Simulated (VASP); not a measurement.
# SnO2 (C222_1) in VASP: a series of runs

SnO2 is run at these levels: PBE+D3(BJ); tasks: single point.

All numbers are computed with VASP 6.6.1; they aren't measurements. Logs are shortened: lines on timing, memory, paths and dates and some standing lists are left out, and cuts for length are marked.

## 1. The cell of the first run

It takes space group C222_1 (No. 20, orthorhombic). Conventional cell: a = 3.211 Å, b = 5.562 Å, c = 10.333 Å, α = 90.00°, β = 90.00°, γ = 90.00°. Sn (site symmetry 2) has 6 O at 2.11 to 2.12 Å within 2.8 Å. Within 2.8 Å of O (site symmetry 1) lie 3 Sn at 2.11 to 2.12 Å and 3 O at 2.75 Å.

## 2. Single point, PBE+D3(BJ)

The input, INCAR:

```
PREC = Accurate
ENCUT = 520
EDIFF = 1E-6
ISMEAR = 0
SIGMA = 0.05
LREAL = F
LASPH = T
NELM = 60
ALGO = Normal
ISIF = 2
LWAVE = F
LCHARG = F
GGA = PE
IVDW = 12
NBANDS = 35
```

The input, KPOINTS:

```
Automatic mesh
0
Gamma
  12 12 4
```

The input, POSCAR:

```
SnO2
1.0
    3.2111798104      0.0000000000      0.0000000000
   -1.6055899052      2.7809632919      0.0000000000
    0.0000000000      0.0000000000     10.3330629359
Sn O
2 4
Direct
   -0.1559678954      0.0000000000      0.5000000000
    0.1559678954      0.0000000000      0.0000000000
    0.5087184888      0.3333333333      0.4017901351
    0.8246148446      0.3333333333      0.0982098649
    0.1753851554      0.6666666667      0.5982098649
    0.4912815112      0.6666666667      0.9017901351
```

Potentials or basis: VASP PAW PBE potentials, release 64 (Sn_d, O).

Command:

```console
cat potpaw_PBE.64/Sn_d/POTCAR potpaw_PBE.64/O/POTCAR > POTCAR
mpirun -np 1 vasp_std > vasp.out
```

OUTCAR:

```text
PREC = Accurate
   ENCUT = 520
   EDIFF = 1E-6
   ISMEAR = 0
   LREAL = F
   LASPH = T
   NELM = 60
   ISIF = 2
   GGA = PE
   IVDW = 12
 IVDW          = 12

 ion  position               nearest neighbor table
   1  0.844  0.000  0.500-   5 2.11   3 2.11   3 2.11   5 2.11   3 2.12   5 2.12
   2  0.156  0.000  0.000-   4 2.11   6 2.11   6 2.11   4 2.11   6 2.12   4 2.12
   3  0.509  0.333  0.402-   1 2.11   1 2.11   1 2.12
   4  0.825  0.333  0.098-   2 2.11   2 2.11   2 2.12
   5  0.175  0.667  0.598-   1 2.11   1 2.11   1 2.12
   6  0.491  0.667  0.902-   2 2.11   2 2.11   2 2.12

  LATTYP: Found a hexagonal cell.
 ALAT       =     3.2111798104
 C/A-ratio  =     3.2178400295

  Lattice vectors:

 A1 = (   3.2111798104,   0.0000000000,   0.0000000000)
 A2 = (  -1.6055899052,   2.7809632919,   0.0000000000)
 A3 = (   0.0000000000,   0.0000000000,  10.3330629359)

Analysis of symmetry for initial positions (statically):
=====================================================================
 Subroutine PRICEL returns:
 Original cell was already a primitive cell.

 Routine SETGRP: Setting up the symmetry group for a
 hexagonal supercell.

 Subroutine GETGRP returns: Found  4 space group operations
 (whereof  2 operations were pure point group operations)
 out of a pool of 24 trial point group operations.

The static configuration has the point symmetry C_2 .
 The point group associated with its full space group is D_2 .

Analysis of symmetry for dynamics (positions and initial velocities):
=====================================================================
 Subroutine PRICEL returns:
 Original cell was already a primitive cell.

 Routine SETGRP: Setting up the symmetry group for a
 hexagonal supercell.

 Subroutine GETGRP returns: Found  4 space group operations
 (whereof  2 operations were pure point group operations)
 out of a pool of 24 trial point group operations.

The dynamic configuration has the point symmetry C_2 .
 The point group associated with its full space group is D_2 .

 Subroutine INISYM returns: Found  4 space group operations
 (whereof  2 operations are pure point group operations),
 and found     1 'primitive' translations

----------------------------------------------------------------------------------------

                                     Primitive cell

  volume of cell :      92.2760

  direct lattice vectors                    reciprocal lattice vectors
     3.211179810  0.000000000  0.000000000     0.311412023  0.179793815  0.000000000
    -1.605589905  2.780963292  0.000000000     0.000000000  0.359587630  0.000000000
     0.000000000  0.000000000 10.333062936     0.000000000  0.000000000  0.096776726

  length of vectors
     3.211179810  3.211179810 10.333062936     0.359587630  0.359587630  0.096776726

  position of ions in fractional coordinates (direct lattice)
     0.844032105  0.000000000  0.500000000
     0.155967895  0.000000000  0.000000000
     0.508718489  0.333333333  0.401790135
     0.824614845  0.333333333  0.098209865
     0.175385155  0.666666667  0.598209865
     0.491281511  0.666666667  0.901790135

  ion indices of the primitive-cell ions
   primitive index   ion index
                 1           1
                 2           2
                 3           3
                 4           4
                 5           5
                 6           6

----------------------------------------------------------------------------------------

 KPOINTS: Automatic mesh

Automatic generation of k-mesh.
 Grid dimensions read from file:
 generate k-points for:   12   12    4

 Generating k-lattice:

  Cartesian coordinates                     Fractional coordinates (reciprocal lattice)
     0.025951002  0.014982818  0.000000000     0.083333333  0.000000000  0.000000000
     0.000000000  0.029965636  0.000000000     0.000000000  0.083333333  0.000000000
     0.000000000  0.000000000  0.024194181     0.000000000  0.000000000  0.250000000

  Length of vectors
     0.029965636  0.029965636  0.024194181

  Shift w.r.t. Gamma in fractional coordinates (k-lattice)
     0.000000000  0.000000000  0.000000000

 Subroutine IBZKPT returns following result:
 ===========================================

 Found    129 irreducible k-points:

 Following reciprocal coordinates:
            Coordinates               Weight
  0.000000  0.000000  0.000000      1.000000
  0.083333 -0.000000  0.000000      4.000000
  0.000000  0.083333  0.000000      2.000000
  0.166667 -0.000000  0.000000      4.000000
  0.000000  0.166667  0.000000      2.000000
  0.250000  0.000000  0.000000      4.000000
[... 16 lines left out ...]
 -0.083333  0.416667  0.000000      4.000000
 -0.416667  0.333333  0.000000      4.000000
 [... further k-points ...]
   k-points           NKPTS =    129   k-points in BZ     NKDIM =    129   number of bands    NBANDS=     35
   number of dos      NEDOS =    301   number of ions     NIONS =      6
   total plane-waves  NPLWV =  46080
   dimension x,y,z NGX =    24 NGY =   24 NGZ =   80
   dimension x,y,z NGXF=    48 NGYF=   48 NGZF=  160
   ions per type =               2   4
   NGX,Y,Z   is equivalent  to a cutoff of  12.43, 12.43, 12.87 a.u.
   NGXF,Y,Z  is equivalent  to a cutoff of  24.85, 24.85, 25.74 a.u.
 SYSTEM =  unknown system
   PREC   = accura    normal or accurate (medium, high low for compatibility)
   ISTART =      0    job   : 0-new  1-cont  2-samecut
   ICHARG =      2    charge: 1-file 2-atom 10-const
   ISPIN  =      1    spin polarized calculation?
   LNONCOLLINEAR =      F non collinear calculations
   LSORBIT =      F    spin-orbit coupling
   LASPH  =      T    aspherical Exc in radial PAW
   ENCUT  =  520.0 eV  38.22 Ry    6.18 a.u.   5.97  5.97 19.21*2*pi/ulx,y,z
   NELM   =     60;   NELMIN=  2; NELMDL= -5     # of ELM steps
   EDIFF  = 0.1E-05   stopping-criterion for ELM
   LREAL  =      F    real-space projection
   EDIFFG = 0.1E-04   stopping-criterion for IOM
   NSW    =      0    number of steps for IOM
   IBRION =     -1    ionic relax: 0-MD 1-quasi-New 2-CG
   NFREE  =      0    steps in history (QN), initial steepest desc. (CG)
   ISIF   =      2    stress and relaxation
   ISYM   =      2    0-nonsym 1-usesym 2-fastsym
   POTIM  = 0.5000    time-step for ionic-motion
   TEBEG  =    0.0;   TEEND  =   0.0 temperature during run
   PSTRESS=    0.0 pullay stress
   NELECT =      52.0000    total number of electrons
   NUPDOWN=      -1.0000    fix difference up-down
   EMIN   =  10.00;   EMAX   =-10.00  energy-range for DOS
   EFERMI =   0.00;   METHOD = LEGACY
   ISMEAR =     0;   SIGMA  =   0.05  broadening in eV -4-tet -1-fermi 0-gaus
   EFERMI_NEDOS =   21; number of points for ismear=-14 and -15
   IALGO  =     38    algorithm
   IMIX   =      4    mixing-type and parameters
     AMIX     =   0.40;   BMIX     =  1.00
     AMIX_MAG =   1.60;   BMIX_MAG =  1.00
  volume/ion in A,a.u.               =      15.38       103.78
  Fermi-wavevector in a.u.,A,eV,Ry     =   1.352217  2.555319 24.878117  1.828490
  Thomas-Fermi vector in A             =   2.479574
   LORBIT       =      0    0 simple, 1 ext, 2 COOP (PROOUT), +10 PAW based schemes
   GGA     = PE    functional components
   LHFCALC =     F    Hartree Fock is set to
   AEXX    =    0.0000 exact exchange contribution
   IVDW    =    12    specifies the selected vdW correction
   LEPSILON=     F    determine dielectric tensor
   LRPA    =     F    only Hartree local field effects (RPA)
 non-spin polarized calculation
 Gauss-broadening in eV      SIGMA  =   0.05
  energy-cutoff  :      520.00
  volume of cell :       92.28
 maximum number of plane-waves:      2520
   NGX = 11   NGY = 11   NGZ = 39

 number of electron      51.9999993 magnetization

 Free energy of the ion-electron system (eV)
  ---------------------------------------------------
  ext. energy  EPLUGINS =         0.00000000
  ---------------------------------------------------
  free energy    TOTEN  =       -36.34812697 eV

  energy without entropy =      -36.34812697  energy(sigma->0) =      -36.34812697

 E-fermi :   2.8762     XC(G=0):  -9.5400

 val. band max:        2.6247914937   @ k =  -0.1667   0.4167   0.0000
 cond. band min:       4.7725951877   @ k =   0.0000   0.0000   0.0000
 fundamental gap:      2.1478036940
 Fermi energy:         2.8762038859

 k-point     1 :       0.0000    0.0000    0.0000
  band No.  band energies     occupation
      1     -17.3953      2.00000
      2     -17.3945      2.00000
      3     -17.1666      2.00000
      4     -17.1665      2.00000
      5     -17.1663      2.00000
      6     -17.1663      2.00000
[... 27 lines left out ...]
     34      13.9066      0.00000
     35      13.9300      0.00000

 k-point     2 :       0.0833   -0.0000    0.0000
  band No.  band energies     occupation
      1     -17.3677      2.00000
      2     -17.3670      2.00000
      3     -17.2235      2.00000
      4     -17.2229      2.00000
      5     -17.1511      2.00000
      6     -17.1511      2.00000
[... 27 lines left out ...]
     34      14.0504      0.00000
     35      14.0678      0.00000

 k-point     3 :       0.0000    0.0833    0.0000
  band No.  band energies     occupation
      1     -17.3678      2.00000
      2     -17.3671      2.00000
      3     -17.2238      2.00000
      4     -17.2232      2.00000
      5     -17.1508      2.00000
      6     -17.1508      2.00000
[... 27 lines left out ...]
     34      14.0395      0.00000
     35      14.0453      0.00000

 k-point     4 :       0.1667   -0.0000    0.0000
  band No.  band energies     occupation
      1     -17.4193      2.00000
      2     -17.4176      2.00000
      3     -17.2575      2.00000
      4     -17.2570      2.00000
      5     -17.1133      2.00000
      6     -17.1132      2.00000
[... 27 lines left out ...]
     34      14.1855      0.00000
     35      14.4356      0.00000

 k-point     5 :       0.0000    0.1667    0.0000
  band No.  band energies     occupation
      1     -17.4197      2.00000
      2     -17.4180      2.00000
      3     -17.2575      2.00000
      4     -17.2568      2.00000
      5     -17.1129      2.00000
      6     -17.1129      2.00000
[... 638 lines left out ...]
 k-point    22 :       0.3333    0.0833    0.0000
  band No.  band energies     occupation
      1     -17.8635      2.00000
      2     -17.8607      2.00000
      3     -17.1461      2.00000
      4     -17.1456      2.00000
      5     -17.0947      2.00000
      6     -17.0944      2.00000
[... 27 lines left out ...]
     34      14.5580      0.00000
     35      14.5821      0.00000

 k-point    23 :      -0.0833    0.4167    0.0000
  band No.  band energies     occupation
      1     -17.8641      2.00000
      2     -17.8605      2.00000
      3     -17.1457      2.00000
      4     -17.1452      2.00000
      5     -17.0942      2.00000
      6     -17.0939      2.00000
[... 27 lines left out ...]
     34      14.5580      0.00000
     35      14.6038      0.00000

 k-point    24 :      -0.4167    0.3333    0.0000
  band No.  band energies     occupation
      1     -17.8634      2.00000
      2     -17.8607      2.00000
      3     -17.1459      2.00000
      4     -17.1455      2.00000
      5     -17.0946      2.00000
      6     -17.0944      2.00000
[... 27 lines left out ...]
     34      14.5546      0.00000
     35      14.5760      0.00000

 [... further k-points ...]

------------------------ aborting loop because EDIFF is reached ----------------------------------------

 Edisp (eV)   -0.98796

 E8    (eV) :    -0.3868

  FORCE on cell =-STRESS in cart. coord.  units (eV):
  Direction    XX          YY          ZZ          XY          YZ          ZX
  --------------------------------------------------------------------------------------
  -------------------------------------------------------------------------------------
  Total       0.61142     0.45767    -0.41504     0.00000     0.00000     0.00000
  in kB      10.61594     7.94642    -7.20628     0.00000     0.00000     0.00000
  external pressure =        3.79 kB  Pullay stress =        0.00 kB

 VOLUME and BASIS-vectors are now :
 -----------------------------------------------------------------------------
  energy-cutoff  :      520.00
  volume of cell :       92.28
      direct lattice vectors                 reciprocal lattice vectors
     3.211179810  0.000000000  0.000000000     0.311412023  0.179793815  0.000000000
    -1.605589905  2.780963292  0.000000000     0.000000000  0.359587630  0.000000000
     0.000000000  0.000000000 10.333062936     0.000000000  0.000000000  0.096776726

 POSITION                                       TOTAL-FORCE (eV/Angst)
 -----------------------------------------------------------------------------------
      2.71034      0.00000      5.16653        -0.095899     -0.000000      0.000000
      0.50084      0.00000      0.00000         0.095899     -0.000000      0.000000
      1.09839      0.92699      4.15172         0.019212     -0.005712     -0.087975
      2.11279      0.92699      1.01481        -0.019212     -0.005712      0.087975
     -0.50720      1.85398      6.18134         0.019212      0.005712      0.087975
      0.50720      1.85398      9.31825        -0.019212      0.005712     -0.087975
 -----------------------------------------------------------------------------------
    total drift:                                0.000000      0.000000      0.000000

  FREE ENERGIE OF THE ION-ELECTRON SYSTEM (eV)
  ---------------------------------------------------
  free  energy   TOTEN  =       -37.3360854390 eV

  energy  without entropy=      -37.3360854390  energy(sigma->0) =      -37.33608544
```

Wall time 4.3 min (1 thread of Intel Xeon Platinum 8488C (Sapphire Rapids), shared host); peak memory 0.44 GiB.

Results:

```
Free energy                : -37.3361 eV
Pressure                   : 0.4 GPa
Largest force              : 0.096 eV/Å
Band gap on the k mesh     : 2.15 eV, indirect (least direct gap 2.48 eV)
Dispersion energy per atom : -0.165 eV
```

Forces in eV/Å, atoms in the order of the input:
```
Sn  -0.096  0.000  0.000
Sn   0.096  0.000  0.000
O    0.019 -0.006 -0.088
O   -0.019 -0.006  0.088
O    0.019  0.006  0.088
O   -0.019  0.006 -0.088
```

Caveat: spin-orbit coupling is left out, which moves the levels of the heavy elements. A hybrid or GW would open this gap; PBE tends to underestimate it.

## 3. Single point, PBE+D3(BJ)

This run uses another cell than the first one, of 16.16 Å³/atom, 1.051 times its volume.

The input, INCAR:

```
SYSTEM = SnO2
ALGO = Normal
EDIFF = 1E-7
ENCUT = 520
GGA = PE
ISIF = 2
ISMEAR = 0
IVDW = 12
LASPH = .True.
LCHARG = .True.
LELF = .True.
LREAL = .False.
LVHAR = .True.
LWAVE = .False.
NBANDS = 35
NELM = 100
PREC = Accurate
SIGMA = 0.05
```

The input, KPOINTS:

```
k-points
0
Gamma
  12 12 4
  0 0 0
```

POSCAR: that of step 2 with these lines changed.

```diff
@@ -2,5 +2,5 @@
 1.0
-    3.2111798104      0.0000000000      0.0000000000
-   -1.6055899052      2.7809632919      0.0000000000
-    0.0000000000      0.0000000000     10.3330629359
+    3.2648065132      0.0000000000      0.0000000000
+   -1.6324032566      2.8274053789      0.0000000000
+    0.0000000000      0.0000000000     10.5056250869
 Sn O
```

Potentials or basis: VASP PAW PBE potentials, release 64 (Sn_d, O).

Command:

```console
cat potpaw_PBE.64/Sn_d/POTCAR potpaw_PBE.64/O/POTCAR > POTCAR
mpirun -np 1 vasp_std > vasp.out
```

Wall time 5.2 min (1 thread of Oxide Virtual Turin-like, shared host); peak memory 0.42 GiB.

Results (log left out):

```yaml
Free_energy: -37.2591 eV
Pressure: -5.7 GPa
Largest_force: 0.423 eV/Å
Band_gap_on_the_k_mesh: 1.85 eV, indirect (least direct gap 2.12 eV)
Dispersion_energy_per_atom: -0.156 eV
```

Forces on the atoms (eV/Å):
```
Sn  -0.077  0.000  0.000
Sn   0.077  0.000  0.000
O    0.013 -0.005  0.423
O   -0.013 -0.005 -0.423
O    0.013  0.005 -0.423
O   -0.013  0.005  0.423
```

Stress tensor (GPa, compression positive):
```
-6.31  0.00  0.00
 0.00 -6.54  0.00
 0.00  0.00 -4.21
```

Levels at points of the mesh, in eV from the valence-band top:
```tsv
k point	band 22	band 23	band 24	band 25	band 26	band 27	band 28	band 29	band 30	band 31
(0.00, 0.00, 0.00)	-0.87	-0.87	-0.86	-0.86	-0.27	1.85	2.68	5.29	5.59	10.38
(0.50, 0.00, 0.00)	-1.17	-0.55	-0.52	-0.38	-0.12	4.82	4.89	6.85	7.20	9.84
(0.00, 0.50, 0.00)	-1.12	-0.55	-0.52	-0.47	-0.05	4.80	4.92	6.76	7.37	9.70
(0.00, 0.00, 0.50)	-0.86	-0.86	-0.86	-0.65	-0.65	2.29	2.29	5.45	5.45	10.55
(0.50, 0.00, 0.50)	-1.27	-0.54	-0.54	-0.25	-0.25	4.86	4.86	7.02	7.02	10.01
(0.00, 0.50, 0.50)	-1.28	-0.54	-0.54	-0.24	-0.24	4.86	4.86	7.05	7.05	9.87
```

Caveat: spin-orbit coupling is left out, which moves the levels of the heavy elements. A k mesh can miss the band edges.

[end of part 1 of 2]
